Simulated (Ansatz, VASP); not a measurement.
## One calculation of SrTiO3, two programs

```
Sr Ti O
1.0
    -2.92290    2.81752    4.02566
     2.81752   -2.92290    4.02566
     2.84874    2.84874   -4.09982
Sr Ti O
2 2 6
Direct
  0.75000 0.25000 0.50000
  0.25000 0.75000 0.50000
  0.00000 0.00000 0.00000
  0.50000 0.50000 0.00000
  0.25000 0.25000 0.00000
  0.75000 0.75000 0.00000
  0.72808 0.22808 0.95616
  0.22808 0.27192 0.50000
  0.27192 0.77192 0.04384
  0.77192 0.72808 0.50000
```

Change from the starting cell: equal engineering shear yz, xz and xy -0.0267, equal normal strain along x, y and z +0.0200.

Alike in both runs: task single point; functional PBE; k mesh 8 × 8 × 8; occupations gaussian, width 0.05 eV; no spin polarisation.

|  | VASP | Ansatz |
| --- | --- | --- |
| version | VASP 6.6.1 | Ansatz 0.2.0 |
| potentials or method | VASP PAW PBE potentials, release 64 (Sr_sv, Ti_sv, O), cutoff 520 eV | scalar-relativistic, plane waves, PAW |
| valence electrons in the cell | 80 | 80 |

```csv
,VASP,Ansatz,Ansatz less VASP
gap on the k mesh at the Fermi level (eV),1.67,1.70,+0.030
least direct gap on the mesh (eV),1.68,1.71,+0.030
pressure (GPa),-8.1,-8.7,-0.52
"traceless stress, the component that is largest in VASP (GPa)",2.69,2.68,-0.008
rms of the force components (eV/Å),0.022,0.021,-0.0015
```

Atom by atom the forces differ by 0.002 eV/Å (rms over components).
